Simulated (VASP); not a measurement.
Wanted: the native input for a VASP 6.6.1 run.

```yaml
Task: single point
Functional: PBE
Potentials_or_basis: VASP PAW PBE potentials, release 64 (Fe, O)
Cutoff: 600 eV
k_mesh: 20 × 20 × 20
Occupations: gaussian, width 0.15 eV
Spin: collinear spin, ferromagnetic start
Starting_moments: "[3.79, 0.35] μB"
Dipole_correction: no
Further_INCAR_settings: ALGO = Normal; EDIFF = 1e-06; NBANDS = 18
```

The structure of FeO lies in POSCAR:

```
FeO
1.0
    0.0000000000      2.1554000000      2.2416160000
    2.1554000000      0.0000000000      2.2416160000
    2.1554000000      2.1554000000      0.0000000000
Fe O
1 1
Direct
    0.0000000000      0.0000000000      0.0000000000
    0.5000000000      0.5000000000      0.5000000000
```

This cell differs from its parent crystal: strain +0.000 along x and y, +0.040 along z.

One way to write it, as run:

INCAR

```
ALGO     = Normal         # electronic algorithm
EDIFF    = 1E-6           # SCF threshold, eV
ENCUT    = 600            # plane-wave cutoff, eV
GGA      = PE             # functional
GGA_COMPAT= False        
ISIF     = 2              # what is computed and relaxed
ISMEAR   = 0              # smearing method
ISPIN    = 2              # spin polarisation
LASPH    = True           # aspherical terms in the spheres
LCHARG   = True           # write CHGCAR
LELF     = True           # ELF
LMAXMIX  = 4              # l up to which the mixer works
LORBIT   = 11             # projections on sites
LREAL    = False          # projectors in reciprocal space
LVHAR    = True         
LWAVE    = False          # write WAVECAR
MAGMOM   = 3.79 0.35      # initial moments
NBANDS   = 18             # bands
NELM     = 200            # most SCF steps
PREC     = Accurate       # precision mode
SIGMA    = 0.15           # smearing width, eV
```

KPOINTS

```
k-points
0
Gamma
  20 20 20
```

Potentials or basis: VASP PAW PBE potentials, release 64 (Fe, O).

The run is started by

```console
$ cat potpaw_PBE.64/Fe/POTCAR potpaw_PBE.64/O/POTCAR > POTCAR
$ mpirun -np 1 vasp_std > vasp.out
```

It gave:

- Pressure: -6.6 GPa
- Band gap on the k mesh: zero (filled and empty bands overlap)
- Net moment: 4.00 μB per cell
- Site moments: Fe +3.62; O +0.29 μB
- Valence electrons inside the program's atomic spheres: Fe 6.67; O 4.97

Caveat: the cell differs from its parent crystal (strain +0.000 along x and y, +0.040 along z); the cell stands under tension; a cell with one magnetic atom can't hold antiferromagnetic order, which such compounds often take; semilocal functionals often make such compounds metallic where correlation or magnetic order opens a gap, which also shifts bond lengths.

Wall time 4.4 min on 1 thread of Intel(R) Xeon(R) 6975P-C (Granite Rapids) (shared host), peak memory 0.53 GiB.
